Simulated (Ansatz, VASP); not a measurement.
## Two plane-wave programs on Si3Sn

Contents of POSCAR:

```
Si3Sn
1.0
    2.0239181904      1.1685097120      6.6336726333
   -2.0239181904      1.1685097120      6.6336726333
    0.0000000000     -2.3370194240      6.6336726333
Si Sn
3 1
Direct
    1.0061337070      0.0061337070      0.0061337070
    0.4931881577      0.4931881577      0.4931881577
    0.3753444185      0.3753444185      0.3753444185
    0.8753337168      0.8753337168      0.8753337168
```

INCAR.step1

```
  PREC = Accurate
  ENCUT = 520
  ISMEAR = 0
  SIGMA = 0.01
  LREAL = False
  LASPH = True
  NELM = 60
  NBANDS = 21
  GGA = PE
  ALGO = Normal
  EDIFF = 1E-4
  LWAVE = True
  LCHARG = False
```

Contents of INCAR.step2:

```
  PREC = Accurate
  ENCUT = 520
  EDIFF = 1E-6
  ISMEAR = 0
  SIGMA = 0.01
  LREAL = False
  LASPH = True
  NELM = 60
  ALGO = Normal
  ISIF = 2
  LWAVE = False
  LCHARG = False
  METAGGA = R2SCAN
  LMIXTAU = True
  NBANDS = 21
  ISTART = 1
```

Contents of KPOINTS:

```
Automatic mesh
0
Gamma
  6 6 6
```

Input for Ansatz:

```yaml
crystal:
  lattice:
    - [2.0239181904, 1.168509712, 6.6336726333]
    - [-2.0239181904, 1.168509712, 6.6336726333]
    - [0.0, -2.337019424, 6.6336726333]
  atoms:
    - { symbol: Si, position: [1.006133707, 0.006133707, 0.006133707] }
    - { symbol: Si, position: [0.4931881577, 0.4931881577, 0.4931881577] }
    - { symbol: Si, position: [0.3753444185, 0.3753444185, 0.3753444185] }
    - { symbol: Sn, position: [0.8753337168, 0.8753337168, 0.8753337168] }
kpoints:
  mp_grid: { grid: [6, 6, 6] }
hamiltonian:
  xc: r2scan
scf:
  occupations: { method: fixed }
output:
  optics:
    e_range: [0, 12]
    de: 0.05
    sigma: 0.1
    bands: { spectra_wanted_up_to: 12 }
```

Alike in both runs: task single point; functional r2SCAN; k mesh 6 × 6 × 6; no spin polarisation.

|  | VASP | Ansatz |
| --- | --- | --- |
| version | VASP 6.6.1 | Ansatz 0.2.0 |
| potentials or method | VASP PAW PBE potentials, release 64 (Si, Sn_d) | plane waves, PAW |
| plane-wave cutoff (eV) | 520 | 500 |
| occupations | gaussian, width 0.01 eV | fixed |
| valence electrons in the cell | 26 | 26 |

VASP gave:

| Quantity | Value |
| --- | --- |
| gap on the k mesh at the Fermi level (eV) | 0.40 |

**Question.** What did Ansatz give for the same quantities?

**Answer.** gap on the k mesh at the Fermi level (eV): 0.39.

VASP's potentials were made for PBE, not for r2SCAN.
